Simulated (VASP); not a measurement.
## Mg3SeS2: relaxation of cell and atoms with PBE

Crystal: Mg3SeS2.

```
CELL_PARAMETERS angstrom
6.28904 0.00000 0.00000
-3.14452 5.44647 0.00000
0.00000 0.00000 4.22617
ATOMIC_POSITIONS crystal
Mg 0.50000 0.00000 0.00000
Mg 0.00000 0.50000 0.00000
Mg 0.50000 0.50000 0.00000
Se 0.00000 0.00000 0.50000
S 0.33333 0.66667 0.00000
S 0.66667 0.33333 0.00000
```

* Program: VASP 6.6.1
* Task: relaxation of cell and atoms
* Functional: PBE
* Potentials or basis: VASP PAW PBE potentials, release 64 (Mg, Se, S)
* Cutoff: 600 eV
* k mesh: 3 × 3 × 4
* Occupations: gaussian, width 0.1 eV
* Spin: no spin polarisation
* Dipole correction: no
* Further INCAR settings: ALGO = Normal; EDIFF = 1e-06; IBRION = 2; EDIFFG = -0.04; NSW = 90; ISIF = 3

```
Relaxed volume                         : 34.01 Å³/atom
Relaxed cell                           : a = 7.886 Å, b = 7.886 Å, c = 3.789 Å, α = 90.00°, β = 90.00°, γ = 120.00°
Space group after relaxing (to 0.05 Å) : P6/mmm (No. 191)
Energy gained by relaxing              : 2021.8 meV/atom
Ionic steps                            : 10
Pressure after relaxing                : 0.0 GPa
Band gap on the k mesh                 : zero (band 12 reaches 1.75 eV, above the bottom of band 13 at 1.55 eV)
```

The path:
```csv
step,energy change (eV),largest force (eV/Å),pressure (GPa),volume (Å³)
1,0.0000,0.0000,48.20,144.76
2,-8.1217,0.0000,-4.95,335.24
3,-12.0254,0.0000,-0.65,227.27
4,-12.0282,0.0000,-0.37,225.45
5,-12.0264,0.0000,-0.08,223.66
6,-12.0391,0.0000,-0.04,221.54
7,-12.0760,0.0000,0.10,215.16
8,-12.1252,0.0000,0.45,202.40
9,-12.1118,0.0000,-0.80,207.24
10,-12.1306,0.0000,-0.01,204.08
```

Final structure:
```xyz
6
Lattice="7.8863 0.0000 0.0000 -3.9432 6.8298 0.0000 0.0000 0.0000 3.7889" Properties=species:S:1:pos:R:3 pbc="T T T"
Mg    3.9432    0.0000    0.0000
Mg    5.9148    3.4149    0.0000
Mg    1.9716    3.4149    0.0000
Se    7.8863    0.0000    1.8944
S     0.0000    4.5532    0.0000
S     3.9432    2.2766    0.0000
```

Levels at points of the mesh, in eV from the Fermi level:
```tsv
k point	band 9	band 10	band 11	band 12	band 13	band 14	band 15	band 16
(0.00, 0.00, 0.00)	-2.59	-1.64	-1.64	-1.46	0.40	1.25	1.25	2.44
(0.00, 0.00, 0.50)	-4.37	-2.17	-0.98	-0.98	0.37	0.37	1.29	2.19
```

Run time: 5.4 min on 1 thread of Intel(R) Xeon(R) Platinum 8175M CPU @ 2.50GHz (Skylake/Cascade Lake), on a shared host, peak memory 0.3 GiB.

Caveat: the k points lie up to 0.41 Å⁻¹ apart in the final cell; the volume moved by over 15 % at a fixed basis, so the end points are rough.
